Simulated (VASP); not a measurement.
# N in VASP: a series of runs

The runs below take N through single point, with PBE+D3(BJ).

All numbers are computed with VASP 6.6.1; they aren't measurements. Logs are shortened: lines on timing, memory, paths and dates and some standing lists are left out, and cuts for length are marked.

### Step 1. The cell of the first run

The cell holds a disordered packing, 16 atoms: a = 7.992 Å, b = 7.992 Å, c = 7.992 Å, α = 90.00°, β = 90.00°, γ = 90.00°.

### Step 2. Single point, PBE+D3(BJ)

Contents of INCAR:

```
ALGO     = Normal         # electronic algorithm
EDIFF    = 1E-6           # SCF threshold, eV
ENCUT    = 520            # plane-wave cutoff, eV
GGA      = PE             # functional
ISIF     = 2              # what is computed and relaxed
ISMEAR   = -1             # smearing method
IVDW     = 12             # dispersion correction
LASPH    = True           # aspherical terms in the spheres
LCHARG   = False          # write CHGCAR
LREAL    = Auto         
LWAVE    = False          # write WAVECAR
NBANDS   = 54             # bands
NELM     = 80             # most SCF steps
PREC     = Accurate       # precision mode
SIGMA    = 0.02           # smearing width, eV
```

Contents of KPOINTS:

```
k-points
0
Gamma
  1 1 1
```

Contents of POSCAR:

```
N
1.0
    7.9916580000      0.0000000000      0.0000000000
    0.0000000000      7.9916580000      0.0000000000
    0.0000000000      0.0000000000      7.9916580000
N
16
Direct
    0.5268409484      0.9877163416      0.8905828485
    0.4572205972      0.9215958921      0.7914253048
    0.9884549864      0.0644134003     -0.0357083339
    0.9591355418      0.0969199227      0.0951953061
    0.3624506758      0.1945779112      0.3002858008
    0.3777318048      0.2851341586      0.1973369222
    0.6943465880      0.4387783160      0.7645672335
    0.6282726892      0.3836263324      0.6567252422
    0.8258140417     -0.0414935552      0.5219097529
    0.7390107600      0.0343776281      0.4462883875
    1.0119908339      0.6497059045      0.2284281897
    0.8781228059      0.6162366696      0.2270642065
    0.0951531515      0.3692834104      0.5954802493
    0.1854635069      0.3150410030      0.6846236201
    0.4513310251      0.6764220410      0.3815412702
    0.4398126434      0.7567673236      0.2700298996
```

Potentials or basis: VASP PAW PBE potentials, release 64 (N).

The run is started by

```bash
cat potpaw_PBE.64/N/POTCAR > POTCAR
mpirun -np 1 vasp_gam > vasp.out
```

OUTCAR:

```text
EDIFF = 1E-6
   ENCUT = 520
   GGA = PE
   ISIF = 2
   ISMEAR = -1
   IVDW = 12
   LASPH = True
   LREAL = Auto
   NELM = 80
   PREC = Accurate
 IVDW          = 12

 ion  position               nearest neighbor table
   1  0.527  0.988  0.891-   2 1.10
   2  0.457  0.922  0.791-   1 1.10
   3  0.988  0.064  0.964-   4 1.10
   4  0.959  0.097  0.095-   3 1.10
   5  0.362  0.195  0.300-   6 1.10
   6  0.378  0.285  0.197-   5 1.10
[... 8 lines left out ...]
  15  0.451  0.676  0.382-  16 1.10
  16  0.440  0.757  0.270-  15 1.10

  LATTYP: Found a simple cubic cell.
 ALAT       =     7.9916580000

  Lattice vectors:

 A1 = (   7.9916580000,   0.0000000000,   0.0000000000)
 A2 = (   0.0000000000,   7.9916580000,   0.0000000000)
 A3 = (   0.0000000000,   0.0000000000,   7.9916580000)

Analysis of symmetry for initial positions (statically):
=====================================================================
 Subroutine PRICEL returns:
 Original cell was already a primitive cell.

 Routine SETGRP: Setting up the symmetry group for a
 simple cubic supercell.

 Subroutine GETGRP returns: Found  1 space group operations
 (whereof  1 operations were pure point group operations)
 out of a pool of 48 trial point group operations.

The static configuration has the point symmetry C_1 .

Analysis of symmetry for dynamics (positions and initial velocities):
=====================================================================
 Subroutine PRICEL returns:
 Original cell was already a primitive cell.

 Routine SETGRP: Setting up the symmetry group for a
 simple cubic supercell.

 Subroutine GETGRP returns: Found  1 space group operations
 (whereof  1 operations were pure point group operations)
 out of a pool of 48 trial point group operations.

The dynamic configuration has the point symmetry C_1 .

 Subroutine INISYM returns: Found  1 space group operations
 (whereof  1 operations are pure point group operations),
 and found     1 'primitive' translations

----------------------------------------------------------------------------------------

                                     Primitive cell

  volume of cell :     510.4000

  direct lattice vectors                    reciprocal lattice vectors
     7.991658000  0.000000000  0.000000000     0.125130480  0.000000000  0.000000000
     0.000000000  7.991658000  0.000000000     0.000000000  0.125130480  0.000000000
     0.000000000  0.000000000  7.991658000     0.000000000  0.000000000  0.125130480

  length of vectors
     7.991658000  7.991658000  7.991658000     0.125130480  0.125130480  0.125130480

  position of ions in fractional coordinates (direct lattice)
     0.526840948  0.987716342  0.890582849
     0.457220597  0.921595892  0.791425305
     0.988454986  0.064413400  0.964291666
     0.959135542  0.096919923  0.095195306
     0.362450676  0.194577911  0.300285801
     0.377731805  0.285134159  0.197336922
[... 8 lines left out ...]
     0.451331025  0.676422041  0.381541270
     0.439812643  0.756767324  0.270029900

  ion indices of the primitive-cell ions
   primitive index   ion index
                 1           1
                 2           2
                 3           3
                 4           4
                 5           5
                 6           6
[... 8 lines left out ...]
                15          15
                16          16

----------------------------------------------------------------------------------------

 KPOINTS: k-points

Automatic generation of k-mesh.
 Grid dimensions read from file:
 generate k-points for:    1    1    1

 Generating k-lattice:

  Cartesian coordinates                     Fractional coordinates (reciprocal lattice)
     0.125130480  0.000000000  0.000000000     1.000000000  0.000000000  0.000000000
     0.000000000  0.125130480  0.000000000     0.000000000  1.000000000  0.000000000
     0.000000000  0.000000000  0.125130480     0.000000000  0.000000000  1.000000000

  Length of vectors
     0.125130480  0.125130480  0.125130480

  Shift w.r.t. Gamma in fractional coordinates (k-lattice)
     0.000000000  0.000000000  0.000000000

 Subroutine IBZKPT returns following result:
 ===========================================

 Found      1 irreducible k-points:

 Following reciprocal coordinates:
            Coordinates               Weight
  0.000000  0.000000  0.000000      1.000000
   k-points           NKPTS =      1   k-points in BZ     NKDIM =      1   number of bands    NBANDS=     54
   number of dos      NEDOS =    301   number of ions     NIONS =     16
   total plane-waves  NPLWV = 216000
   dimension x,y,z NGX =    60 NGY =   60 NGZ =   60
   dimension x,y,z NGXF=   120 NGYF=  120 NGZF=  120
   ions per type =              16
   NGX,Y,Z   is equivalent  to a cutoff of  12.48, 12.48, 12.48 a.u.
   NGXF,Y,Z  is equivalent  to a cutoff of  24.96, 24.96, 24.96 a.u.
 SYSTEM =  unknown system
   PREC   = accura    normal or accurate (medium, high low for compatibility)
   ISTART =      0    job   : 0-new  1-cont  2-samecut
   ICHARG =      2    charge: 1-file 2-atom 10-const
   ISPIN  =      1    spin polarized calculation?
   LNONCOLLINEAR =      F non collinear calculations
   LSORBIT =      F    spin-orbit coupling
   LASPH  =      T    aspherical Exc in radial PAW
   ENCUT  =  520.0 eV  38.22 Ry    6.18 a.u.  14.86 14.86 14.86*2*pi/ulx,y,z
   NELM   =     80;   NELMIN=  2; NELMDL= -5     # of ELM steps
   EDIFF  = 0.1E-05   stopping-criterion for ELM
   LREAL  =      T    real-space projection
   EDIFFG = 0.1E-04   stopping-criterion for IOM
   NSW    =      0    number of steps for IOM
   IBRION =     -1    ionic relax: 0-MD 1-quasi-New 2-CG
   NFREE  =      0    steps in history (QN), initial steepest desc. (CG)
   ISIF   =      2    stress and relaxation
   ISYM   =      2    0-nonsym 1-usesym 2-fastsym
   POTIM  = 0.5000    time-step for ionic-motion
   TEBEG  =    0.0;   TEEND  =   0.0 temperature during run
   PSTRESS=    0.0 pullay stress
   NELECT =      80.0000    total number of electrons
   NUPDOWN=      -1.0000    fix difference up-down
   EMIN   =  10.00;   EMAX   =-10.00  energy-range for DOS
   EFERMI =   0.00;   METHOD = LEGACY
   ISMEAR =    -1;   SIGMA  =   0.02  broadening in eV -4-tet -1-fermi 0-gaus
   EFERMI_NEDOS =   21; number of points for ismear=-14 and -15
   IALGO  =     38    algorithm
   IMIX   =      4    mixing-type and parameters
     AMIX     =   0.40;   BMIX     =  1.00
     AMIX_MAG =   1.60;   BMIX_MAG =  1.00
  volume/ion in A,a.u.               =      31.90       215.27
  Fermi-wavevector in a.u.,A,eV,Ry     =   0.882676  1.668016 10.600527  0.779117
  Thomas-Fermi vector in A             =   2.003339
   LORBIT       =      0    0 simple, 1 ext, 2 COOP (PROOUT), +10 PAW based schemes
   GGA     = PE    functional components
   LHFCALC =     F    Hartree Fock is set to
   AEXX    =    0.0000 exact exchange contribution
   IVDW    =    12    specifies the selected vdW correction
   LEPSILON=     F    determine dielectric tensor
   LRPA    =     F    only Hartree local field effects (RPA)
 non-spin polarized calculation
  energy-cutoff  :      520.00
  volume of cell :      510.40
 maximum number of plane-waves:      6807
 NGX is ok and might be reduce to    60
   NGX = 29   NGY = 29   NGZ = 29

 number of electron      80.0000004 magnetization

 Free energy of the ion-electron system (eV)
  ---------------------------------------------------
  ext. energy  EPLUGINS =         0.00000000
  ---------------------------------------------------
  free energy    TOTEN  =      -133.25659009 eV

  energy without entropy =     -133.25659009  energy(sigma->0) =     -133.25659009

 E-fermi :  -6.9827     XC(G=0):  -5.2411

 val. band max:       -7.5378792636   @ k =   0.0000   0.0000   0.0000
 cond. band min:       0.0461781806   @ k =   0.0000   0.0000   0.0000
 fundamental gap:      7.5840574443
 Fermi energy:        -6.9826913720

 k-point     1 :       0.0000    0.0000    0.0000
  band No.  band energies     occupation
      1     -25.9897      2.00000
      2     -25.9638      2.00000
      3     -25.9391      2.00000
      4     -25.9330      2.00000
      5     -25.8983      2.00000
      6     -25.8923      2.00000
[... 44 lines left out ...]
     51       0.5464      0.00000
     52       0.6289      0.00000
 [bands above 52 left out]

------------------------ aborting loop because EDIFF is reached ----------------------------------------

 Edisp (eV)   -0.56992

 E8    (eV) :    -0.1304

  FORCE on cell =-STRESS in cart. coord.  units (eV):
  Direction    XX          YY          ZZ          XY          YZ          ZX
  --------------------------------------------------------------------------------------
  -------------------------------------------------------------------------------------
  Total       3.22765     2.18817     6.15026     0.04019    -1.18949     2.24847
  in kB      10.13178     6.86882    19.30605     0.12615    -3.73388     7.05809
  external pressure =       12.10 kB  Pullay stress =        0.00 kB

 VOLUME and BASIS-vectors are now :
 -----------------------------------------------------------------------------
  energy-cutoff  :      520.00
  volume of cell :      510.40
      direct lattice vectors                 reciprocal lattice vectors
     7.991658000  0.000000000  0.000000000     0.125130480  0.000000000  0.000000000
     0.000000000  7.991658000  0.000000000     0.000000000  0.125130480  0.000000000
     0.000000000  0.000000000  7.991658000     0.000000000  0.000000000  0.125130480

 POSITION                                       TOTAL-FORCE (eV/Angst)
 -----------------------------------------------------------------------------------
      4.21033      7.89349      7.11723         0.806044      0.770716      1.134234
      3.65395      7.36508      6.32480        -0.810229     -0.767426     -1.132571
      7.89939      0.51477      7.70629         0.317188     -0.375270     -1.508214
      7.66508      0.77455      0.76077        -0.318019      0.377421      1.494094
      2.89658      1.55500      2.39978        -0.191475     -1.105347      1.233001
      3.01870      2.27869      1.57705         0.193449      1.098081     -1.247904
[... 8 lines left out ...]
      3.60688      5.40573      3.04915         0.134720     -0.989747      1.375032
      3.51483      6.04783      2.15799        -0.143187      0.995590     -1.378511
 -----------------------------------------------------------------------------------
    total drift:                                0.001788     -0.000220     -0.002344

  FREE ENERGIE OF THE ION-ELECTRON SYSTEM (eV)
  ---------------------------------------------------
  free  energy   TOTEN  =      -133.8265113814 eV

  energy  without entropy=     -133.8265113814  energy(sigma->0) =     -133.82651138
```

Run time: 65 s. Hardware: 1 thread of Intel Xeon Platinum 8488C (Sapphire Rapids), shared host; peak memory 0.41 GiB.

What came out:

* Free energy: -133.8265 eV
* Pressure: 1.2 GPa
* Largest force: 1.807 eV/Å
* Dispersion energy per atom: -0.036 eV

Forces on the atoms (eV/Å):
```
N    0.806  0.771  1.134
N   -0.810 -0.767 -1.133
N    0.317 -0.375 -1.508
N   -0.318  0.377  1.494
N   -0.191 -1.105  1.233
N    0.193  1.098 -1.248
N    0.797  0.669  1.294
N   -0.805 -0.659 -1.279
N    1.140 -0.992  0.991
N   -1.126  0.990 -0.982
N    1.585  0.384  0.013
N   -1.590 -0.399 -0.011
N   -1.053  0.626 -1.038
N    1.063 -0.623  1.042
N    0.135 -0.990  1.375
N   -0.143  0.996 -1.379
```

Caveat: the k points lie up to 0.79 Å⁻¹ apart; the standard files for N, O and F lose accuracy on very short bonds.

### Step 3. Single point, PBE+D3(BJ)

Contents of INCAR:

```
SYSTEM = N
PREC = Accurate
ENCUT = 520
EDIFF = 1E-6
ISMEAR = -1
SIGMA = 0.02
LREAL = Auto
LASPH = .TRUE.
NELM = 60
ALGO = Normal
ISIF = 2
LWAVE = .FALSE.
LCHARG = .FALSE.
GGA = PE
IVDW = 12
NBANDS = 54
```

Contents of KPOINTS:

```
regular mesh
0
G
  1 1 1
  0 0 0
```

Contents of POSCAR:

```
N
1.0
    7.9916580000      0.0000000000      0.0000000000
    0.0000000000      7.9916580000      0.0000000000
    0.0000000000      0.0000000000      7.9916580000
N
16
Direct
    0.4604301135      0.9041803340      0.9250270720
    0.4321005729      1.0201012105      0.8686307647
    1.0829167114      0.0733640003      0.0892805973
    0.9686475572      0.1316873169      0.0437831549
    0.4151453929      0.2306905526      0.3622151999
    0.4201756381      0.2654643129      0.2261358031
    0.6818234714      0.3745906044      0.7495566001
    0.6956128503      0.2403631387      0.7617192828
    0.6799214881     -0.0097601774      0.3296061969
    0.7161843012      0.0266653052      0.4542111287
    1.0527477527      0.5954083621      0.2231326716
    0.9148039118      0.5816189832      0.2229074367
    0.2287760562      0.3678210454      0.6461988238
    0.3313455105      0.3302693884      0.7335398987
    0.3976771779      0.7919883458      0.3813601633
    0.3757543178      0.6745158514      0.3133642606
```

Potentials or basis: VASP PAW PBE potentials, release 64 (N).

The run is started by

```bash
cat potpaw_PBE.64/N/POTCAR > POTCAR
mpirun -np 1 vasp_gam > vasp.out
```

Run time: 60 s. Hardware: 1 thread of Intel Xeon Platinum 8488C (Sapphire Rapids), shared host; peak memory 0.41 GiB.

The run converged. Its results:

| Quantity | Value |
| --- | --- |
| Free energy | -132.8591 eV |
| Pressure | 3.4 GPa |
| Largest force | 11.093 eV/Å |
| Dispersion energy per atom | -0.039 eV |

Forces on the atoms (eV/Å):
```
N    2.400 -9.736  4.744
N   -2.412  9.405 -4.638
N    3.513 -1.843  1.415
N   -3.523  1.835 -1.389
N   -0.035  0.444 -1.598
N   -0.105 -0.300  1.398
N   -0.371  5.122 -0.481
N    0.722 -4.977  0.533
N   -1.387 -1.709 -5.755
N    1.832  1.574  5.678
N    0.565  0.024 -0.100
N   -0.877 -0.092  0.021
N    0.385 -0.153  0.461
N   -0.812  0.467 -0.399
N    0.154  1.899  1.182
N   -0.049 -1.959 -1.072
```

Stress tensor (GPa, compression positive):
```
 2.20 -1.07  1.30
-1.07  5.71 -0.70
 1.30 -0.70  2.23
```

Levels at points of the mesh, in eV from the Fermi level:
```tsv
k point	band 37	band 38	band 39	band 40	band 41	band 42	band 43	band 44
(0.00, 0.00, 0.00)	-0.87	-0.65	-0.54	-0.50	6.72	6.77	6.88	6.91
```

Caveat: the k points lie up to 0.79 Å⁻¹ apart; the standard files for N, O and F lose accuracy on very short bonds.

### Step 4. Single point, PBE+D3(BJ)

Contents of INCAR:

```
SYSTEM = N
ALGO = Normal ; EDIFF = 1E-6
ENCUT = 520 ; GGA = PE
ISIF = 2 ; ISMEAR = -1
IVDW = 12 ; LASPH = .TRUE.
LCHARG = .FALSE. ; LREAL = Auto
LWAVE = .FALSE. ; NBANDS = 54
NELM = 80 ; PREC = Accurate
SIGMA = 0.02
```

Contents of KPOINTS:

```
k-points
0
G
  1 1 1
  0 0 0
```

Contents of POSCAR:

```
N
1.0
    7.9916580000      0.0000000000      0.0000000000
    0.0000000000      7.9916580000      0.0000000000
    0.0000000000      0.0000000000      7.9916580000
N
16
Direct
    0.4487053875      0.8378736928      0.9693232618
    0.4388826449      0.9796215003      0.9569728835
    1.0293858921      0.0480626173      0.0669448067
    0.9050437344      0.0721877738      0.0336225599
    0.3870035479      0.3220358028      0.3040295268
    0.4338273735      0.3397042266      0.1708781832
    0.6983657209      0.2436415572      0.7935900160
    0.8142490582      0.2010721680      0.7235920256
    0.8014231840      0.1151700936      0.3838377468
    0.7975316261     -0.0142148225      0.3486885950
    1.0080761714      0.4744947794      0.2189658266
    0.8663909291      0.4721298134      0.2227197410
    0.3052182663      0.3364508341      0.6447347972
    0.2180273480      0.3488262386      0.7517588966
    0.3012891693      0.6640549433      0.3441838978
    0.4462278040      0.6827118978      0.3336228853
```

The run is started by

```bash
cat potpaw_PBE.64/N/POTCAR > POTCAR
mpirun -np 1 vasp_gam > vasp.out
```

Run time: 67 s. Hardware: 1 thread of Intel Xeon Platinum 8488C (Sapphire Rapids), shared host; peak memory 0.41 GiB.

Results (log left out):

```
Free energy                : -132.4210 eV
Pressure                   : 0.4 GPa
Largest force              : 13.022 eV/Å
Dispersion energy per atom : -0.040 eV
```

Forces on the atoms (eV/Å):
```
N    -0.236   3.595  -0.352
N     0.232  -3.609   0.308
N    12.412  -2.375   3.144
N   -12.029   2.215  -3.258
N     1.141   0.065  -3.407
N    -1.020  -0.530   2.959
N     2.318  -0.751  -1.623
N    -2.460   1.006   1.466
N     0.107   6.963   1.901
N    -0.343  -7.101  -1.636
N    -2.844  -0.115  -0.001
N     2.730   0.103  -0.074
N     0.572  -0.065  -0.346
N    -0.623   0.080   0.700
N     6.985   1.213  -0.369
N    -6.943  -0.692   0.588
```

Stress tensor (GPa, compression positive):
```
-0.38 -0.77  1.76
-0.77  1.34  0.54
 1.76  0.54  0.20
```

Levels at points of the mesh, in eV from the Fermi level:
| k point | band 38 | band 39 | band 40 | band 41 | band 42 | band 43 |
| --- | --- | --- | --- | --- | --- | --- |
| (0.00, 0.00, 0.00) | -0.82 | -0.74 | -0.50 | 6.14 | 6.19 | 6.44 |

Caveat: the k points lie up to 0.79 Å⁻¹ apart; the standard files for N, O and F lose accuracy on very short bonds.

### Step 5. The runs side by side

| cell | pressure (GPa) | largest force (eV/Å) |
| --- | --- | --- |
| as given, atomic positions A | 1.2 | 1.81 |
| as given, atomic positions B | 3.4 | 11.09 |
| as given, atomic positions C | 0.4 | 13.02 |

Alike in all rows: task single point; level PBE+D3(BJ); potentials or basis VASP PAW PBE potentials, release 64 (N); no spin polarisation; k mesh 1 × 1 × 1; cutoff (eV) 520; smearing fermi-dirac 0.02 eV.

Caveats: all runs use coarse meshes; the standard files for N, O and F lose accuracy on very short bonds.

Absolute energies hang on the potentials; compare differences alone.
